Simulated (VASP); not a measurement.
**Ca3Bi: single point with PBE**

Ca3Bi:

```
CELL_PARAMETERS angstrom
5.11435 0.00000 0.00000
0.00000 5.11435 0.00000
0.00000 0.00000 5.11435
ATOMIC_POSITIONS crystal
Ca 0.00000 0.50000 0.50000
Ca 0.50000 0.00000 0.50000
Ca 0.50000 0.50000 0.00000
Bi 0.00000 0.00000 0.00000
```

```yaml
Program: VASP 6.6.1
Task: single point
Functional: PBE
Potentials_or_basis: VASP PAW PBE potentials, release 64 (Ca_sv, Bi_d)
Cutoff: 520 eV
k_mesh: 4 × 4 × 4
Occupations: gaussian, width 0.1 eV
Spin: no spin polarisation
Dipole_correction: no
Further_INCAR_settings: ALGO = Fast; EDIFF = 1e-06; NBANDS = 30
```

```json
{
  "Pressure": "0.2 GPa",
  "Band gap on the k mesh": "zero (an odd number of electrons rules out a gap without spin polarisation)"
}
```

Levels at points of the mesh, in eV from the Fermi level:
```
           k point  band 19  band 20  band 21  band 22  band 23  band 24  band 25  band 26
(0.00, 0.00, 0.00)    -2.77    -1.62    -1.62    -1.62    -0.36    -0.36     0.57     0.57
(0.50, 0.00, 0.00)    -4.18    -1.88    -1.88    -0.88    -0.17     0.58     0.99     1.13
(0.50, 0.50, 0.00)    -3.45    -3.45    -1.93    -1.47     0.76     0.97     0.97     1.50
(0.50, 0.50, 0.50)    -2.66    -2.66    -2.66    -0.95    -0.95    -0.95    -0.06     1.92
```

Run time: 54 s on 1 thread of Intel(R) Xeon(R) 6975P-C (Granite Rapids) (shared host), peak memory 0.25 GiB.

Caveat: spin-orbit coupling is left out, which moves the levels of the heavy elements.
